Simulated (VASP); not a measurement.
## MoSe: single point with PBEsol-based screened hybrid

The system is MoSe.

```
Mo Se
1.0
     0.00000    2.55423    2.55423
     2.55423    0.00000    2.55423
     2.55423    2.55423    0.00000
Mo Se
1 1
Direct
  0.00000 0.00000 0.00000
  0.50000 0.50000 0.50000
```

```json
{
  "Program": "VASP 6.6.1",
  "Task": "single point",
  "Functional": "PBEsol-based screened hybrid",
  "Potentials or basis": "VASP PAW PBE potentials, release 64 (Mo_sv, Se)",
  "Cutoff": "520 eV",
  "k mesh": "4 × 4 × 4",
  "Occupations": "fermi-dirac, width 0.05 eV",
  "Spin": "no spin polarisation",
  "Dipole correction": "no",
  "Grid for exact exchange (PRECFOCK)": "Normal",
  "Share of exact exchange": "0.25",
  "Further INCAR settings": "ALGO = Normal; EDIFF = 1e-06; NBANDS = 17",
  "Screening parameter": "0.207 1/Å"
}
```

```json
{
  "Pressure": "0.1 GPa",
  "Band gap on the k mesh": "zero (band 10 reaches 10.54 eV, above the bottom of band 11 at 7.70 eV)"
}
```

Levels at points of the mesh, in eV from the Fermi level:
| k point | band 7 | band 8 | band 9 | band 10 | band 11 | band 12 | band 13 | band 14 |
| --- | --- | --- | --- | --- | --- | --- | --- | --- |
| (0.00, 0.00, 0.00) | -2.94 | -2.94 | -2.86 | -2.86 | -2.86 | -1.94 | -1.94 | 3.68 |
| (0.50, 0.00, 0.00) | -6.95 | -6.95 | -0.39 | -0.39 | 0.70 | 2.65 | 5.91 | 5.91 |
| (0.50, 0.50, 0.00) | -4.84 | -4.78 | -4.78 | -0.82 | 0.59 | 0.59 | 2.05 | 3.53 |

Run time: 6.9 min on 1 thread of AMD EPYC 9R45 96-Core Processor (Zen 5), on a shared host, peak memory 0.25 GiB.

Caveat: the k points lie up to 0.53 Å⁻¹ apart; the PAW data sets were made with another functional, which shifts forces and pressure a little.
